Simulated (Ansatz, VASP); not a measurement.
**HfNbSe4: VASP beside Ansatz**

```
Hf Nb Se
1.0
     4.75505    0.00000    0.00000
    -2.37753    4.11800    0.00000
     0.00000    0.00000    8.94172
Hf Nb Se
1 1 4
Direct
  0.00000 0.00000 0.04349
  0.00000 0.00000 0.71299
  0.33333 0.66667 0.72082
  0.66667 0.33333 0.72082
  0.33333 0.66667 0.12075
  0.66667 0.33333 0.12075
```

Alike in both runs: functional PBE; k mesh 6 × 6 × 2; occupations gaussian, width 0.1 eV; collinear spin.

Ansatz relaxed the structure, and its values are those at the end. VASP's run is a single point on that final structure, the one shown.

|  | VASP | Ansatz |
| --- | --- | --- |
| version | VASP 6.6.1 | Ansatz 0.2.0 |
| potentials or method | VASP PAW PBE potentials, release 64 (Hf_pv, Nb_sv, Se), cutoff 520 eV | scalar-relativistic, plane waves, PAW |
| valence electrons in the cell | 47 | 103 |

|  | VASP | Ansatz | Ansatz less VASP |
| --- | --- | --- | --- |
| gap on the k mesh at the Fermi level (eV) | none | none | - |
| pressure (GPa) | -0.1 | 0.0 | +0.13 |
| rms of the force components (eV/Å) | 0.007 | 0.002 | -0.0047 |
| net moment per atom (μB) | 0.00 | 0.00 | 0.000 |

A gap of «none» marks a metal or a gap that the smearing closes. The functional is the same, so the differences come from potentials, cutoffs and numerics. VASP's potentials hold 47 valence electrons a cell and Ansatz's 103, so a difference there can come from the potentials and not from the codes. Ansatz's warnings: no starting moments.

Spin-orbit coupling is off throughout.
